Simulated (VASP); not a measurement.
# B (P2/m) in VASP: notebook

Runs on B. Level: PBE. Tasks: single point, relaxation of cell and atoms.

All numbers are computed with VASP 6.6.1; they aren't measurements. Logs are shortened: lines on timing, memory, paths and dates and some standing lists are left out, and cuts for length are marked.

**1. The cell of the first run**

It takes space group P2/m (No. 10, monoclinic). The conventional cell has a = 1.766 Å, b = 2.090 Å, c = 2.047 Å, α = 90.00°, β = 110.18°, γ = 90.00°. Within 2.3 Å of B (site symmetry 2/m) lie 8 B at 1.77 to 2.19 Å.

The cell was generated, and may not be a known phase.

**2. Single point, PBE**

INCAR

```
PREC     = Accurate       # precision mode
ENCUT    = 520            # plane-wave cutoff, eV
EDIFF    = 1E-6           # SCF threshold, eV
ISMEAR   = 0              # smearing method
SIGMA    = 0.1            # smearing width, eV
LREAL    = F              # projectors in reciprocal space
LASPH    = T              # aspherical terms in the spheres
NELM     = 100            # most SCF steps
ALGO     = Normal         # electronic algorithm
ISIF     = 2              # what is computed and relaxed
LWAVE    = F              # write WAVECAR
LCHARG   = F              # write CHGCAR
GGA      = PE             # functional
NBANDS   = 8              # bands
```

KPOINTS

```
Automatic mesh
0
Gamma
  10 8 8
```

POSCAR

```
B
1.0
    1.7656872500      0.0000000000      0.0000000000
    0.0000000000      2.0904689100      0.0000000000
   -0.7062761400      0.0000000000      1.9213275100
B
1
Direct
    0.0000000000      0.5000000000      0.5000000000
```

Potentials or basis: VASP PAW PBE potentials, release 64 (B).

Launch:

```
cat potpaw_PBE.64/B/POTCAR > POTCAR
mpirun -np 1 vasp_std > vasp.out
```

OUTCAR:

```text
PREC = Accurate
   ENCUT = 520
   EDIFF = 1E-6
   ISMEAR = 0
   LREAL = F
   LASPH = T
   NELM = 100
   ISIF = 2
   GGA = PE

 ion  position               nearest neighbor table
   1  0.000  0.500  0.500-

  LATTYP: Found a simple monoclinic cell.
 ALAT       =     1.7656872500
 B/A-ratio  =     1.1839406497
 C/A-ratio  =     1.1593380585
 COS(beta)  =    -0.3450250765

  Lattice vectors:

 A1 = (   1.7656872500,   0.0000000000,   0.0000000000)
 A2 = (   0.0000000000,   2.0904689100,   0.0000000000)
 A3 = (  -0.7062761400,   0.0000000000,   1.9213275100)

Analysis of symmetry for initial positions (statically):
=====================================================================
 Subroutine PRICEL returns:
 Original cell was already a primitive cell.

 Routine SETGRP: Setting up the symmetry group for a
 simple monoclinic supercell.

 Subroutine GETGRP returns: Found  4 space group operations
 (whereof  4 operations were pure point group operations)
 out of a pool of  4 trial point group operations.

The static configuration has the point symmetry C_2h.

Analysis of symmetry for dynamics (positions and initial velocities):
=====================================================================
 Subroutine PRICEL returns:
 Original cell was already a primitive cell.

 Routine SETGRP: Setting up the symmetry group for a
 simple monoclinic supercell.

 Subroutine GETGRP returns: Found  4 space group operations
 (whereof  4 operations were pure point group operations)
 out of a pool of  4 trial point group operations.

The dynamic configuration has the point symmetry C_2h.

 Subroutine INISYM returns: Found  4 space group operations
 (whereof  4 operations are pure point group operations),
 and found     1 'primitive' translations

----------------------------------------------------------------------------------------

                                     Primitive cell

  volume of cell :       7.0918

  direct lattice vectors                    reciprocal lattice vectors
     1.765687250  0.000000000  0.000000000     0.566351714  0.000000000  0.208189754
     0.000000000  2.090468910  0.000000000     0.000000000  0.478361575  0.000000000
    -0.706276140  0.000000000  1.921327510     0.000000000  0.000000000  0.520473472

  length of vectors
     1.765687250  2.090468910  2.047028428     0.603404705  0.478361575  0.520473472

  position of ions in fractional coordinates (direct lattice)
     0.000000000  0.500000000  0.500000000

  ion indices of the primitive-cell ions
   primitive index   ion index
                 1           1

----------------------------------------------------------------------------------------

 KPOINTS: Automatic mesh

Automatic generation of k-mesh.
 Grid dimensions read from file:
 generate k-points for:   10    8    8

 Generating k-lattice:

  Cartesian coordinates                     Fractional coordinates (reciprocal lattice)
     0.056635171  0.000000000  0.020818975     0.100000000  0.000000000  0.000000000
     0.000000000  0.059795197  0.000000000     0.000000000  0.125000000  0.000000000
     0.000000000  0.000000000  0.065059184     0.000000000  0.000000000  0.125000000

  Length of vectors
     0.060340470  0.059795197  0.065059184

  Shift w.r.t. Gamma in fractional coordinates (k-lattice)
     0.000000000  0.000000000  0.000000000

 Subroutine IBZKPT returns following result:
 ===========================================

 Found    210 irreducible k-points:

 Following reciprocal coordinates:
            Coordinates               Weight
  0.000000  0.000000  0.000000      1.000000
  0.100000  0.000000 -0.000000      2.000000
  0.200000  0.000000 -0.000000      2.000000
  0.300000  0.000000 -0.000000      2.000000
  0.400000  0.000000 -0.000000      2.000000
  0.500000  0.000000 -0.000000      1.000000
[... 16 lines left out ...]
  0.400000  0.375000 -0.000000      4.000000
  0.500000  0.375000 -0.000000      2.000000
 [... further k-points ...]
   k-points           NKPTS =    210   k-points in BZ     NKDIM =    210   number of bands    NBANDS=      8
   number of dos      NEDOS =    301   number of ions     NIONS =      1
   total plane-waves  NPLWV =   3584
   dimension x,y,z NGX =    14 NGY =   16 NGZ =   16
   dimension x,y,z NGXF=    28 NGYF=   32 NGZF=   32
   ions per type =               1
   NGX,Y,Z   is equivalent  to a cutoff of  13.18, 12.72, 12.99 a.u.
   NGXF,Y,Z  is equivalent  to a cutoff of  26.36, 25.45, 25.99 a.u.
 SYSTEM =  unknown system
   PREC   = accura    normal or accurate (medium, high low for compatibility)
   ISTART =      0    job   : 0-new  1-cont  2-samecut
   ICHARG =      2    charge: 1-file 2-atom 10-const
   ISPIN  =      1    spin polarized calculation?
   LNONCOLLINEAR =      F non collinear calculations
   LSORBIT =      F    spin-orbit coupling
   LASPH  =      T    aspherical Exc in radial PAW
   ENCUT  =  520.0 eV  38.22 Ry    6.18 a.u.   3.28  3.89  3.81*2*pi/ulx,y,z
   NELM   =    100;   NELMIN=  2; NELMDL= -5     # of ELM steps
   EDIFF  = 0.1E-05   stopping-criterion for ELM
   LREAL  =      F    real-space projection
   EDIFFG = 0.1E-04   stopping-criterion for IOM
   NSW    =      0    number of steps for IOM
   IBRION =     -1    ionic relax: 0-MD 1-quasi-New 2-CG
   NFREE  =      0    steps in history (QN), initial steepest desc. (CG)
   ISIF   =      2    stress and relaxation
   ISYM   =      2    0-nonsym 1-usesym 2-fastsym
   POTIM  = 0.5000    time-step for ionic-motion
   TEBEG  =    0.0;   TEEND  =   0.0 temperature during run
   PSTRESS=    0.0 pullay stress
   NELECT =       3.0000    total number of electrons
   NUPDOWN=      -1.0000    fix difference up-down
   EMIN   =  10.00;   EMAX   =-10.00  energy-range for DOS
   EFERMI =   0.00;   METHOD = LEGACY
   ISMEAR =     0;   SIGMA  =   0.10  broadening in eV -4-tet -1-fermi 0-gaus
   EFERMI_NEDOS =   21; number of points for ismear=-14 and -15
   IALGO  =     38    algorithm
   IMIX   =      4    mixing-type and parameters
     AMIX     =   0.40;   BMIX     =  1.00
     AMIX_MAG =   1.60;   BMIX_MAG =  1.00
  volume/ion in A,a.u.               =       7.09        47.86
  Fermi-wavevector in a.u.,A,eV,Ry     =   1.228935  2.322351 20.548627  1.510281
  Thomas-Fermi vector in A             =   2.363842
   LORBIT       =      0    0 simple, 1 ext, 2 COOP (PROOUT), +10 PAW based schemes
   GGA     = PE    functional components
   LHFCALC =     F    Hartree Fock is set to
   AEXX    =    0.0000 exact exchange contribution
   IVDW    =     0    specifies the selected vdW correction
   LEPSILON=     F    determine dielectric tensor
   LRPA    =     F    only Hartree local field effects (RPA)
 non-spin polarized calculation
 Gauss-broadening in eV      SIGMA  =   0.10
  energy-cutoff  :      520.00
  volume of cell :        7.09
 maximum number of plane-waves:       208
 NGX is ok and might be reduce to    14
   NGX =  7   NGY =  7   NGZ =  7

 number of electron       3.0000000 magnetization

 Free energy of the ion-electron system (eV)
  ---------------------------------------------------
  ext. energy  EPLUGINS =         0.00000000
  ---------------------------------------------------
  free energy    TOTEN  =        -5.61864402 eV

  energy without entropy =       -5.61708859  energy(sigma->0) =       -5.61786631

 E-fermi :   7.4164     XC(G=0): -12.1238

 val. band max:        7.3826486636   @ k =   0.4000   0.3750  -0.0000
 cond. band min:       7.4388052350   @ k =   0.4000   0.5000   0.1250
 fundamental gap:      0.0561565714
 Fermi energy:         7.4164201870

 k-point     1 :       0.0000    0.0000    0.0000
  band No.  band energies     occupation
      1      -8.7916      2.00000
      2      15.0676      0.00000
      3      18.8882      0.00000
      4      25.7757      0.00000
      5      27.3426      0.00000
      6      32.3689      0.00000
      7      46.1724      0.00000
      8      48.7614      0.00000

 k-point     2 :       0.1000    0.0000   -0.0000
  band No.  band energies     occupation
      1      -8.3603      2.00000
      2      15.5018      0.00000
      3      18.6714      0.00000
      4      23.3307      0.00000
      5      27.2857      0.00000
      6      34.5161      0.00000
      7      41.6886      0.00000
      8      50.2074      0.00000

 k-point     3 :       0.2000    0.0000   -0.0000
  band No.  band energies     occupation
      1      -7.0743      2.00000
      2      16.7627      0.00000
      3      17.9080      0.00000
      4      18.4432      0.00000
      5      28.6387      0.00000
      6      36.4953      0.00000
      7      37.9542      0.00000
      8      49.4514      0.00000

 k-point     4 :       0.3000    0.0000   -0.0000
  band No.  band energies     occupation
      1      -4.9706      2.00000
      2      12.5997      0.00000
      3      17.9422      0.00000
      4      18.6809      0.00000
      5      29.4066      0.00000
      6      35.1489      0.00000
      7      39.6409      0.00000
      8      44.2323      0.00000

 k-point     5 :       0.4000    0.0000   -0.0000
  band No.  band energies     occupation
      1      -2.2066      2.00000
      2       7.6616      0.00053
      3      17.7054      0.00000
      4      20.7637      0.00000
      5      29.2140      0.00000
      6      35.0167      0.00000
      7      39.6923      0.00000
      8      41.4243      0.00000
[... 177 lines left out ...]
 k-point    22 :       0.3000    0.3750   -0.0000
  band No.  band energies     occupation
      1      -1.1562      2.00000
      2       5.6753      2.00000
      3      17.2436      0.00000
      4      20.2620      0.00000
      5      26.7518      0.00000
      6      36.0827      0.00000
      7      39.1912      0.00000
      8      45.1473      0.00000

 k-point    23 :       0.4000    0.3750   -0.0000
  band No.  band energies     occupation
      1       1.3176      2.00000
      2       7.3826      1.36707
      3      14.0917      0.00000
      4      19.7763      0.00000
      5      21.3375      0.00000
      6      35.0378      0.00000
      7      38.8994      0.00000
      8      42.4265      0.00000

 k-point    24 :       0.5000    0.3750   -0.0000
  band No.  band energies     occupation
      1       2.9574      2.00000
      2       7.2595      1.97355
      3      14.1086      0.00000
      4      17.9719      0.00000
      5      19.8642      0.00000
      6      34.7093      0.00000
      7      40.1208      0.00000
      8      40.1417      0.00000

 [... further k-points ...]

------------------------ aborting loop because EDIFF is reached ----------------------------------------

  FORCE on cell =-STRESS in cart. coord.  units (eV):
  Direction    XX          YY          ZZ          XY          YZ          ZX
  --------------------------------------------------------------------------------------
  -------------------------------------------------------------------------------------
  Total       -1.4858810      0.4684095     -1.1697511      0.0000000      0.0000000      0.4575806
  in kB     -335.6879135    105.8223525   -264.2683569      0.0000000      0.0000000    103.3758915
  external PRESSURE =    -164.7113060 kB  Pullay stress =       0.0000000 kB

 VOLUME and BASIS-vectors are now :
 -----------------------------------------------------------------------------
  energy-cutoff  :      520.00
  volume of cell :        7.09
      direct lattice vectors                 reciprocal lattice vectors
     1.765687250  0.000000000  0.000000000     0.566351714  0.000000000  0.208189754
     0.000000000  2.090468910  0.000000000     0.000000000  0.478361575  0.000000000
    -0.706276140  0.000000000  1.921327510     0.000000000  0.000000000  0.520473472

 POSITION                                       TOTAL-FORCE (eV/Angst)
 -----------------------------------------------------------------------------------
     -0.35314      1.04523      0.96066         0.000000      0.000000      0.000000
 -----------------------------------------------------------------------------------
    total drift:                               -0.000000      0.000000      0.000000

  FREE ENERGIE OF THE ION-ELECTRON SYSTEM (eV)
  ---------------------------------------------------
  free  energy   TOTEN  =        -5.6186440225 eV

  energy  without entropy=       -5.6170885885  energy(sigma->0) =       -5.61786631
```

Wall time 4.1 s (1 thread of Intel Xeon Platinum 8488C (Sapphire Rapids), shared host); peak memory 0.11 GiB.

What came out:

| Item | Value |
| --- | --- |
| Free energy | -5.6186 eV |
| Pressure | -16.5 GPa |
| Band gap on the k mesh | zero (an odd number of electrons rules out a gap without spin polarisation) |

Caveat: the k points lie up to 0.41 Å⁻¹ apart, too coarse for converged energies and pressures of a metal.

**3. Relaxation of cell and atoms, PBE**

INCAR

```
PREC = Accurate
ENCUT = 600
EDIFF = 1E-6
ISMEAR = 0
SIGMA = 0.1
LREAL = False
LASPH = True
NELM = 60
ALGO = Normal
ISIF = 3
LWAVE = False
LCHARG = False
GGA = PE
IBRION = 2
NSW = 90
EDIFFG = -0.04
```

KPOINTS

```
regular mesh
0
Gamma
  10 8 8
```

POSCAR is that of step 2.

Potentials or basis: VASP PAW PBE potentials, release 64 (B).

Launch:

```
cat potpaw_PBE.64/B/POTCAR > POTCAR
mpirun -np 1 vasp_std > vasp.out
```

Run time: 63 s. Hardware: 1 thread of Intel Xeon Platinum 8488C (Sapphire Rapids), shared host; peak memory 0.11 GiB.

Results (log left out):

* Free energy: -5.9301 eV
* Relaxed volume: 9.03 Å³/atom
* Relaxed cell: a = 1.636 Å, b = 3.344 Å, c = 1.843 Å, α = 90.00°, β = 116.46°, γ = 90.00°
* Space group after relaxing (to 0.1 Å): Cmmm (No. 65)
* Energy gained by relaxing: 310.8 meV/atom
* Ionic steps: 48
* Pressure after relaxing: 0.1 GPa
* Band gap on the k mesh: zero (an odd number of electrons rules out a gap without spin polarisation)

Stress tensor (GPa, compression positive):
```
 0.31  0.00 -0.17
 0.00 -0.58  0.00
-0.17  0.00  0.64
```

The path:
```
step  energy change (eV)  largest force (eV/Å)  pressure (GPa)  volume (Å³)
   1              0.0000                0.0000          -16.50         7.09
   3             -0.0879                0.0000            8.60         6.51
   5             -0.1165                0.0000            6.28         6.68
   7             -0.1344                0.0000           -2.06         6.88
   9             -0.1417                0.0000           -0.78         6.80
  11             -0.1451                0.0000            3.72         6.63
  13             -0.1511                0.0000            3.77         6.68
  15             -0.1540                0.0000            3.88         6.73
  17             -0.1653                0.0000           -0.78         7.17
  19             -0.1845                0.0000           -4.44         7.92
  21             -0.2010                0.0000            3.11         8.09
  23             -0.2015                0.0000            4.65         8.12
  25             -0.2070                0.0000            7.47         8.28
  27             -0.2290                0.0000            3.05         8.52
  29             -0.2624                0.0000          -11.68         9.61
  31             -0.2796                0.0000           -7.57         9.43
  33             -0.3017                0.0000           -4.46         9.58
  35             -0.3028                0.0000           -3.15         9.60
  37             -0.3074                0.0000           -0.98         9.42
  39             -0.3075                0.0000           -0.75         9.39
  41             -0.3095                0.0000           -1.04         9.22
  43             -0.3096                0.0000           -1.08         9.19
  45             -0.3101                0.0000           -0.62         9.09
  47             -0.3106                0.0000           -0.06         9.04
  48             -0.3108                0.0000            0.12         9.03
```

Final structure:
```
B
1.0
     1.63431    0.00000   -0.07854
     0.00000    3.34421    0.00000
    -0.74101    0.00000    1.68766
B
1
Direct
  0.00000 0.50000 0.50000
```

Levels at points of the mesh, in eV from the Fermi level:
```tsv
k point	band 1	band 2	band 3	band 4
(0.00, 0.00, 0.00)	-16.04	-4.87	3.86	19.27
(0.50, 0.00, 0.00)	-7.15	2.53	8.08	12.83
(0.00, 0.50, 0.00)	-15.41	-7.92	12.34	18.05
(0.50, 0.50, 0.00)	-6.99	3.34	6.28	12.12
(0.00, 0.00, 0.50)	-8.75	-1.87	4.53	13.82
(0.50, 0.00, 0.50)	-7.18	2.47	8.04	12.95
(0.00, 0.50, 0.50)	-8.54	-1.10	2.61	8.91
(0.50, 0.50, 0.50)	-7.02	3.28	6.24	12.07
```

Caveat: the k points lie up to 0.48 Å⁻¹ apart in the final cell, too coarse for converged energies and pressures of a metal; the volume moved by over 15 % at a fixed basis, so the end points are rough.

The gap in the log of VASP goes by the Fermi energy; the results here count the filled bands.